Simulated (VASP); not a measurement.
A run of VASP 6.6.1:

INCAR

```
PREC = Accurate
ENCUT = 520
EDIFF = 1E-6
ISMEAR = 0
SIGMA = 0.15
LREAL = False
LASPH = True
NELM = 80
ALGO = Normal
ISIF = 2
LWAVE = False
LCHARG = False
GGA = PS
NBANDS = 14
```

KPOINTS

```
Automatic mesh
0
Gamma
  16 16 16
```

Contents of POSCAR:

```
HfN
1.0
    0.0000000000      2.5161925500      2.4548220000
    2.5161925500      0.0000000000      2.4548220000
    2.5161925500      2.5161925500      0.0000000000
Hf N
1 1
Direct
    0.0000000000      0.0000000000      0.0000000000
    0.7500000000      0.7500000000      0.7500000000
```

Potentials or basis: VASP PAW PBE potentials, release 64 (Hf_pv, N).

Run with:

```sh
$ cat potpaw_PBE.64/Hf_pv/POTCAR potpaw_PBE.64/N/POTCAR > POTCAR
$ mpirun -np 1 vasp_std > vasp.out
```

Hardware: 1 thread of Intel(R) Xeon(R) 6975P-C (Granite Rapids), with other jobs on the host.

**Question.** Estimate the wall time of this run.

**Answer.** It took 68 s on 1 thread of Intel(R) Xeon(R) 6975P-C (Granite Rapids) (shared host), peak memory 0.28 GiB. Counts: scf iterations 13, k points 349.
